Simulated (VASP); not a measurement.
## CuO: single point with LDA

Crystal: CuO.

```
Cu O
1.0
     2.01322   -2.02115    0.00000
     2.01322    2.02115    0.00000
     0.00000    0.00000    5.04438
Cu O
2 2
Cartesian
  1.0066 1.0106 0.0000
  1.0066 -1.0106 2.5222
  2.0132 0.0000 1.2611
  2.0132 0.0000 3.7833
```

```
Program                : VASP 6.6.1
Task                   : single point
Functional             : LDA
Potentials or basis    : VASP PAW LDA potentials, release 64 (Cu, O)
Cutoff                 : 520 eV
k mesh                 : 14 × 14 × 8
Occupations            : gaussian, width 0.1 eV
Spin                   : no spin polarisation
Dipole correction      : no
Further INCAR settings : ALGO = Normal; EDIFF = 1e-07; NBANDS = 25
```

```json
{
  "Pressure": "1.1 GPa",
  "Band gap on the k mesh": "zero (bands 17 and 18 overlap by 1.22 eV)"
}
```

Stress tensor (GPa, compression positive):
```
0.89 0.00 0.00
0.00 0.84 0.00
0.00 0.00 1.46
```

Levels at points of the mesh, in eV from the Fermi level:
| k point | band 13 | band 14 | band 15 | band 16 | band 17 | band 18 | band 19 | band 20 | band 21 | band 22 |
| --- | --- | --- | --- | --- | --- | --- | --- | --- | --- | --- |
| (0.00, 0.00, 0.00) | -2.68 | -2.64 | -2.54 | -2.13 | 0.70 | 0.71 | 1.64 | 6.13 | 7.56 | 13.47 |
| (0.50, 0.00, 0.00) | -2.48 | -2.10 | -1.74 | -1.65 | 0.23 | 0.46 | 3.39 | 6.08 | 6.80 | 11.14 |
| (0.50, 0.50, 0.00) | -2.58 | -2.58 | -1.70 | -1.30 | -1.30 | 1.21 | 1.74 | 7.11 | 10.10 | 10.17 |
| (0.00, 0.00, 0.50) | -2.52 | -2.52 | -1.70 | -1.70 | 0.05 | 0.05 | 3.68 | 3.68 | 11.85 | 11.85 |
| (0.50, 0.00, 0.50) | -2.63 | -2.61 | -2.23 | -2.00 | -0.12 | 0.71 | 4.14 | 6.07 | 8.36 | 9.38 |
| (0.50, 0.50, 0.50) | -2.15 | -2.15 | -1.55 | -1.55 | -0.52 | -0.52 | 3.75 | 3.75 | 11.14 | 11.14 |

Run time: 3.6 min on 1 thread of AMD EPYC 7R13 Processor (Zen 3), on a shared host, peak memory 0.31 GiB.

Caveat: semilocal functionals often make such compounds metallic where correlation or magnetic order opens a gap, which also shifts bond lengths. With open d or f shells a metallic result of LDA can be an artefact of self-interaction; +U or a hybrid may open a gap.
